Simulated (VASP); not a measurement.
Wanted: the native input for a VASP 6.6.1 run.

```yaml
Task: single point
Functional: PBE
Potentials_or_basis: VASP PAW PBE potentials, release 64 (Zn, O_h)
Cutoff: 1340 eV
k_mesh: 10 × 10 × 10
Occupations: fermi-dirac, width 0.02 eV
Spin: no spin polarisation
Dipole_correction: no
Further_INCAR_settings: ALGO = Normal; EDIFF = 1e-06; NBANDS = 16
```

The structure of ZnO lies in POSCAR:

```
ZnO
1.0
    0.0000000000      2.1115791842      2.1337703963
    2.1115791842      0.0000000000      2.1337703963
    2.1115791842      2.1115791842      0.0000000000
Zn O
1 1
Direct
    0.0000000000      0.0000000000      0.0000000000
    0.5000000000      0.5000000000      0.5000000000
```

This cell differs from its parent crystal: biaxial xy strain -1.0%.

The input as run:

INCAR

```
PREC = Accurate
ENCUT = 1340
EDIFF = 1E-6
ISMEAR = -1
SIGMA = 0.02
LREAL = F
LASPH = T
NELM = 120
ALGO = Normal
ISIF = 2
LWAVE = F
LCHARG = F
GGA = PE
NBANDS = 16
GGA_COMPAT = F
```

KPOINTS

```
regular mesh
0
Gamma
  10 10 10
```

Potentials or basis: VASP PAW PBE potentials, release 64 (Zn, O_h).

Run with:

```sh
$ cat potpaw_PBE.64/Zn/POTCAR potpaw_PBE.64/O_h/POTCAR > POTCAR
$ mpirun -np 1 vasp_std > vasp.out
```

It gave:

| Item | Value |
| --- | --- |
| Pressure | 13.6 GPa |
| Band gap on the k mesh | 0.98 eV (least direct gap 2.46 eV) |

Caveat: the cell differs from its parent crystal (biaxial xy strain -1.0%); the cell stands under pressure; the structure was generated, so it needn't be the stable form of ZnO.

It took 54 s on 1 thread of AMD EPYC 9R45 96-Core Processor (Zen 5) (shared host), peak memory 0.26 GiB.
